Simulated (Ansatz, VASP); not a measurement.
SnO: VASP beside Ansatz

```
Sn O
1.0
     3.53800    0.00000    0.00000
     0.00000    3.53800    0.00000
     0.00000    0.00000    4.86930
Sn O
2 2
Direct
  0.00000 0.50000 0.24247
  0.50000 0.00000 0.75753
  0.00000 0.00000 0.00000
  0.50000 0.50000 0.00000
```

Alike in both runs: task single point; functional PBEsol; k mesh 10 × 10 × 8; occupations gaussian, width 0.15 eV; no spin polarisation.

```csv
,VASP,Ansatz
version,VASP 6.6.1,Ansatz 0.2.0
potentials or method,"VASP PAW PBE potentials, release 64 (Sn_d, O), cutoff 520 eV","scalar-relativistic, plane waves, PAW"
valence electrons in the cell,40,40
```

|  | VASP | Ansatz | Ansatz less VASP |
| --- | --- | --- | --- |
| gap on the k mesh at the Fermi level (eV) | none | none | - |
| pressure (GPa) | 17.8 | 17.3 | -0.55 |
| traceless stress, the component that is largest in VASP (GPa) | -8.44 | -8.50 | -0.051 |
| rms of the force components (eV/Å) | 0.683 | 0.627 | -0.0560 |

VASP's potentials were made for PBE, not for PBEsol, and Ansatz warns of the same on its side. Atom by atom the forces differ by 0.056 eV/Å (rms over components). A gap of «none» marks a metal or a gap that the smearing closes. With one functional, cell and mesh, what is left measures potentials, basis and numerics.
